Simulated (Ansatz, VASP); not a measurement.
**W in VASP and in Ansatz**

INCAR

```
PREC = Accurate ; ENCUT = 520
EDIFF = 1E-7 ; ISMEAR = -1
SIGMA = 0.1 ; LREAL = F
LASPH = T ; NELM = 80
ALGO = Normal ; ISIF = 2
LWAVE = F ; LCHARG = T
GGA = PE ; LELF = T
LVHAR = T ; NBANDS = 13
```

File KPOINTS:

```
regular mesh
0
Gamma
  16 16 16
```

POSCAR

```
W
1.0
    2.5653364965      0.0000000000      0.0000000000
    0.0000000000      2.5653364965      0.0000000000
    0.0000000000      0.0000000000      2.5653364965
W
1
Direct
    0.0000000000      0.0000000000      0.0000000000
```

Input for Ansatz:

```yaml
crystal:
  lattice:
    - [2.5653364965, 0.0, 0.0]
    - [0.0, 2.5653364965, 0.0]
    - [0.0, 0.0, 2.5653364965]
  atoms:
    - { symbol: W, position: [0.0, 0.0, 0.0] }
kpoints:
  mp_grid: { grid: [16, 16, 16] }
scf:
  occupations: { method: fermi_dirac, width: 0.1 }
hamiltonian:
  xc: pbe
  pseudopotentials: { kind: all_electron, lapw: { basis_error: 0.001 } }
output:
  forces: true
  stress: true
  eigenvalues: true
  populations: true
```

Change from the starting cell: volume scaled by 0.92, LAPW.

Alike in both runs: task single point; functional PBE; k mesh 16 × 16 × 16; occupations fermi-dirac, width 0.1 eV; no spin polarisation.

```csv
,VASP,Ansatz
version,VASP 6.6.1,Ansatz 0.2.0
potentials or method,"VASP PAW PBE potentials, release 64 (W_sv), cutoff 520 eV","all-electron LAPW, scalar-relativistic"
```

```tsv
	VASP	Ansatz	Ansatz less VASP
pressure (GPa)	22.5	21.4	-1.06
```

Ansatz ran all-electron here, and VASP with PAW potentials.

Spin-orbit coupling is off throughout.
